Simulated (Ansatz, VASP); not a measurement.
# Pb in VASP and in Ansatz

```
Pb
1.0
     0.00000    2.52013    2.52013
     2.52013    0.00000    2.52013
     2.52013    2.52013    0.00000
Pb
1
Cartesian
  0.0000 0.0000 0.0000
```

Alike in both runs: task single point; functional PBE; k mesh 18 × 18 × 18; occupations fermi-dirac, width 0.05 eV; no spin polarisation.

|  | VASP | Ansatz |
| --- | --- | --- |
| version | VASP 6.6.1 | Ansatz 0.2.0 |
| potentials or method | VASP PAW PBE potentials, release 64 (Pb_d), cutoff 500 eV | all-electron LAPW, scalar-relativistic |

|  | VASP | Ansatz | Ansatz less VASP |
| --- | --- | --- | --- |
| pressure (GPa) | 0.0 | 0.0 | +0.05 |

Ansatz ran all-electron here, and VASP with PAW potentials.

Neither program's run includes spin-orbit coupling.
